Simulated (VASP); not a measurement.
Crystal: Mo.

```xyz
1
Lattice="2.5919 0.0000 0.0000 0.0000 2.5919 0.0000 0.0000 0.0000 2.5919" Properties=species:S:1:pos:R:3 pbc="T T T"
Mo    0.0000    0.0000    0.0000
```

Base run:

```yaml
Program: VASP 6.6.1
Functional: r2SCAN
Potentials_or_basis: VASP PAW PBE potentials, release 64 (Mo_sv)
Cutoff: 550 eV
k_mesh: 14 × 14 × 14
Occupations: fermi-dirac, width 0.1 eV
Spin: no spin polarisation
```

Its results: band gap on the k mesh zero (band 7 reaches 12.54 eV, above the bottom of band 8 at 9.90 eV); pressure -0.2 GPa.

Problem. The run is repeated on the same cell with these changes: k mesh from 14 × 14 × 14 to 20 × 20 × 20. What comes out?

Solution. Band gap on the k mesh zero (band 7 reaches 12.44 eV, above the bottom of band 8 at 9.66 eV); pressure 0.7 GPa.

Caveats: the PAW data sets were made with another functional, which shifts forces and pressure a little.
